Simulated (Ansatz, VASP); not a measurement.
# One calculation of Si2Sn, two programs

```xyz
3
Lattice="3.8456 0.0000 0.0000 -1.9228 3.3304 0.0000 0.0000 0.0000 4.8616" Properties=species:S:1:pos:R:3 pbc="T T T"
Si    0.0000    2.2203    1.9551
Si    1.9228    1.1101    2.9065
Sn    0.0000    0.0000    0.0000
```

Alike in both runs: task single point; functional PBE; k mesh 6 × 6 × 4; occupations gaussian, width 0.1 eV; no spin polarisation.

|  | VASP | Ansatz |
| --- | --- | --- |
| version | VASP 6.6.1 | Ansatz 0.2.0 |
| potentials or method | VASP PAW PBE potentials, release 64 (Si, Sn_d), cutoff 500 eV | scalar-relativistic, plane waves, PAW |
| valence electrons in the cell | 22 | 22 |

```tsv
	VASP	Ansatz	Ansatz less VASP
gap on the k mesh at the Fermi level (eV)	none	none	-
pressure (GPa)	-0.3	-0.2	+0.09
traceless stress, the component that is largest in VASP (GPa)	-0.52	-0.53	-0.009
rms of the force components (eV/Å)	0.021	0.024	+0.0031
```

Atom by atom the forces differ by 0.003 eV/Å (rms over components). A gap of «none» marks a metal or a gap that the smearing closes. The functional is the same, so the differences come from potentials, cutoffs and numerics.
